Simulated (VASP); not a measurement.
Set up this calculation in VASP 6.6.1, as the native input.

| Quantity | Value |
| --- | --- |
| Task | single point |
| Functional | PBEsol |
| Potentials or basis | VASP PAW PBE potentials, release 64 (Cr_pv, N) |
| Cutoff | 520 eV |
| k mesh | 7 × 6 × 10 |
| Occupations | fermi-dirac, width 0.05 eV |
| Spin | collinear spin, ferromagnetic start |
| Starting moments | [4.5, 4.5, 0.0, 0.0, 0.0, 0.0] μB |
| Dipole correction | no |
| Further INCAR settings | ALGO = Normal; EDIFF = 1e-06; NBANDS = 35 |

The structure of CrN2 lies in POSCAR:

```
CrN2
1.0
    3.9017860000      0.0000000000      0.0000000000
    0.0000000000      4.8095120000      0.0000000000
    0.0000000000      0.0000000000      2.7841700000
Cr N
2 4
Direct
    0.0000000000      0.0000000000      0.0000000000
    0.5000000000      0.5000000000      0.5000000000
    0.8661700000      0.5887750000      0.0000000000
    0.1338300000      0.4112250000      0.0000000000
    0.3661700000      0.9112250000      0.5000000000
    0.6338300000      0.0887750000      0.5000000000
```

One way to write it, as run:

INCAR

```
SYSTEM = CrN2
PREC = Accurate ; ENCUT = 520
EDIFF = 1E-6 ; ISMEAR = -1
SIGMA = 0.05 ; LREAL = .FALSE.
LASPH = .TRUE. ; NELM = 150
ALGO = Normal ; ISIF = 2
LWAVE = .FALSE. ; LCHARG = .FALSE.
ISPIN = 2 ; MAGMOM = 4.5 4.5 0 0 0 0
LORBIT = 11 ; LMAXMIX = 4
GGA = PS ; NBANDS = 35
```

KPOINTS

```
regular mesh
0
G
  7 6 10
  0 0 0
```

Potentials or basis: VASP PAW PBE potentials, release 64 (Cr_pv, N).

Command:

```bash
$ cat potpaw_PBE.64/Cr_pv/POTCAR potpaw_PBE.64/N/POTCAR > POTCAR
$ mpirun -np 1 vasp_std > vasp.out
```

It gave:

```yaml
Pressure: -9.7 GPa
Largest_force: 0.107 eV/Å
Net_moment: 4.24 μB per cell
Site_moments: Cr +2.20; N -0.09 μB
Valence_electrons_inside_the_program's_atomic_spheres: Cr 10.87; N 3.75
```

Caveat: the cell stands under tension; the PAW data sets were made with another functional, which shifts forces and pressure a little; the run started ferromagnetic, and an antiferromagnetic order may lie lower in energy.

It took 8.3 min on 1 thread of Intel Xeon 8259CL (shared host), peak memory 0.36 GiB.
